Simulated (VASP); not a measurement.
MgSi2N2: relaxation of cell and atoms with PBE

Crystal: MgSi2N2.

```xyz
5
Lattice="3.0383 1.7542 2.3812 -3.0383 1.7542 2.3812 0.0000 -3.5083 2.3812" Properties=species:S:1:pos:R:3 pbc="T T T"
Mg    0.0000    0.0000    0.0000
Si    0.0000    0.0000    4.2748
Si    0.0000    0.0000    2.8689
N     0.0000    0.0000    1.7679
N     0.0000    0.0000    5.3758
```

The cell was built from a structure type or drawn by symmetry, and may not be a known phase.

* Program: VASP 6.6.1
* Task: relaxation of cell and atoms
* Functional: PBE
* Potentials or basis: VASP PAW PBE potentials, release 64 (Mg_sv, Si, N)
* Cutoff: 750 eV
* k mesh: 6 × 6 × 6
* Occupations: gaussian, width 0.1 eV
* Spin: no spin polarisation
* Dipole correction: no
* Mended: yes
* Further INCAR settings: ALGO = Normal; EDIFF = 1e-07; IBRION = 2; EDIFFG = -0.04; NSW = 90; ISIF = 3

* Relaxed volume: 18.96 Å³/atom
* Relaxed cell: a = 4.703 Å, b = 4.703 Å, c = 4.703 Å, α = 74.84°, β = 74.84°, γ = 74.84°
* Space group after relaxing (to 0.1 Å): R-3m (No. 166)
* Pressure after relaxing: 0.1 GPa
* Largest force after relaxing: 0.021 eV/Å
* Band gap on the k mesh: 1.04 eV

Forces in eV/Å, atoms in the order of the input:
```
Mg   0.000  0.000  0.000
Si   0.000  0.000 -0.021
Si   0.000  0.000  0.021
N    0.000  0.000 -0.021
N    0.000  0.000  0.021
```

Stress tensor (GPa, compression positive):
```
0.06 0.00 0.00
0.00 0.06 0.00
0.00 0.00 0.18
```

Final structure:
```xyz
5
Lattice="2.8579 1.6500 3.3507 -2.8579 1.6500 3.3507 0.0000 -3.3000 3.3507" Properties=species:S:1:pos:R:3 pbc="T T T"
Mg    0.0000    0.0000    0.0000
Si    0.0000    0.0000    3.5447
Si    0.0000    0.0000    6.5075
N     0.0000    0.0000    8.1031
N     0.0000    0.0000    1.9491
```

Levels at points of the mesh, in eV from the valence-band top:
```tsv
k point	band 10	band 11	band 12	band 13	band 14	band 15	band 16	band 17	band 18
(0.00, 0.00, 0.00)	-2.54	-2.54	-0.67	-0.67	0.00	1.04	1.04	2.41	2.41
(0.50, 0.00, 0.00)	-3.06	-1.81	-1.76	-1.19	-0.26	1.48	2.22	2.59	3.80
(0.50, 0.50, 0.00)	-2.97	-1.81	-1.15	-0.88	-0.77	2.02	2.49	2.61	4.43
(0.50, 0.50, 0.50)	-2.54	-2.36	-2.36	-2.20	-0.47	2.63	2.63	4.11	4.11
```

Run time: 19 min on 1 thread of Intel(R) Xeon(R) 6975P-C (Granite Rapids), with other jobs on the host, peak memory 0.29 GiB.

Caveat: the volume moved by over 15 % at a fixed basis, so the end points are rough. A k mesh can miss the band edges.
